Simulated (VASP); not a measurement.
Input of a VASP 6.6.1 run:

Contents of INCAR:

```
SYSTEM = AlSi2B
ALGO = Normal
EDIFF = 1E-6
ENCUT = 520
GGA = PE
ISIF = 2
ISMEAR = 0
LASPH = .True.
LCHARG = .True.
LELF = .True.
LREAL = .False.
LVHAR = .True.
LWAVE = .False.
NBANDS = 15
NELM = 80
PREC = Accurate
SIGMA = 0.1
```

The input KPOINTS:

```
k-points
0
Gamma
  6 6 4
  0 0 0
```

Contents of POSCAR:

```
AlSi2B
1.0
    3.1574923400      0.0000000000      0.0000000000
   -1.5787461700      2.7344685800      0.0000000000
    0.0000000000      0.0000000000      7.4031388800
Al Si B
1 2 1
Direct
    0.0000000000      0.0000000000      0.0000000000
    0.3333333300      0.6666666700      0.2654210200
    0.3333333300      0.6666666700      0.7345789800
    0.6666666700      0.3333333300      0.5000000000
```

Potentials or basis: VASP PAW PBE potentials, release 64 (Al, Si, B).

The run is started by

```console
$ cat potpaw_PBE.64/Al/POTCAR potpaw_PBE.64/Si/POTCAR potpaw_PBE.64/B/POTCAR > POTCAR
$ mpirun -np 1 vasp_std > vasp.out
```

**Question.** Estimate the pressure.

**Answer.** -12.7 GPa.

**Question.** What does it give for the band gap on the k mesh?

**Answer.** Zero (band 7 reaches 9.55 eV, above the bottom of band 8 at 4.35 eV).

**Question.** Estimate the largest force.

**Answer.** 1.612 eV/Å.

Stress tensor (GPa, compression positive):
```
-10.25   0.00   0.00
  0.00 -10.25   0.00
  0.00   0.00 -17.63
```

Caveat: the k points lie up to 0.38 Å⁻¹ apart; forces of over 1 eV/Å act on the atoms, so gaps and moduli don't describe the material at rest.
